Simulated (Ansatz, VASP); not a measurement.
**W in VASP and in Ansatz**

File INCAR:

```
SYSTEM = W
ALGO     = Normal         ! electronic algorithm
DIPOL    = 0.5 0.5 0.314
EDIFF    = 1E-6           ! SCF threshold, eV
ENCUT    = 400            ! plane-wave cutoff, eV
GGA      = CA             ! functional
GGA_COMPAT= .FALSE.      
IDIPOL   = 3            
ISIF     = 2              ! what is computed and relaxed
ISMEAR   = 0              ! smearing method
LASPH    = .TRUE.         ! aspherical terms in the spheres
LCHARG   = .FALSE.        ! write CHGCAR
LDIPOL   = .TRUE.       
LREAL    = .FALSE.        ! projectors in reciprocal space
LWAVE    = .FALSE.        ! write WAVECAR
NBANDS   = 28             ! bands
NELM     = 120            ! most SCF steps
NELMDL   = -8           
PREC     = Accurate       ! precision mode
SIGMA    = 0.1            ! smearing width, eV
```

Contents of KPOINTS:

```
k-points
0
G
  12 12 1
  0 0 0
```

POSCAR

```
W
1.0
    2.8090103839      0.0000000000      0.0000000000
   -1.4045051920      2.4326743520      0.0000000000
    0.0000000000      0.0000000000     20.1144288635
W
3
Direct
    0.6666666667      0.3333333333      0.1988622211
    0.3333333333      0.6666666667      0.3135698338
    0.0000000000      0.0000000000      0.4282711143
```

Input for Ansatz:

```yaml
crystal:
  lattice:
    - [2.8090103839, 0.0, 0.0]
    - [-1.404505192, 2.432674352, 0.0]
    - [0.0, 0.0, 20.1144288635]
  atoms:
    - { symbol: W, position: [0.6666666667, 0.3333333333, 0.1988622211] }
    - { symbol: W, position: [0.3333333333, 0.6666666667, 0.3135698338] }
    - { symbol: W, position: [0.0, 0.0, 0.4282711143] }
basis:
  ecutwfc: 420
kpoints:
  mp_grid: { grid: [12, 12, 1] }
hamiltonian:
  xc: lda
scf:
  occupations: { method: gaussian, width: 0.1 }
output:
  forces: true
  eigenvalues: true
efield:
  axis: 3
  dipole_correction: true
  ramp_width: 0.04
```

Alike in both runs: task single point; functional LDA; k mesh 12 × 12 × 1; occupations gaussian, width 0.1 eV; no spin polarisation.

```csv
,VASP,Ansatz
version,VASP 6.6.1,Ansatz 0.2.0
potentials or method,"VASP PAW LDA potentials, release 64 (W_sv), cutoff 400 eV","scalar-relativistic, plane waves, PAW"
valence electrons in the cell,42,42
```

```csv
,VASP,Ansatz,Ansatz less VASP
gap on the k mesh at the Fermi level (eV),none,none,-
rms of the force components (eV/Å),0.032,0.001,-0.0312
```

LDA's correlation is that of Perdew and Zunger in VASP and of Perdew and Wang (1992) in Ansatz. Atom by atom the forces differ by 0.033 eV/Å (rms over components). A gap of «none» marks a metal or a gap that the smearing closes.

Spin-orbit coupling is off throughout.
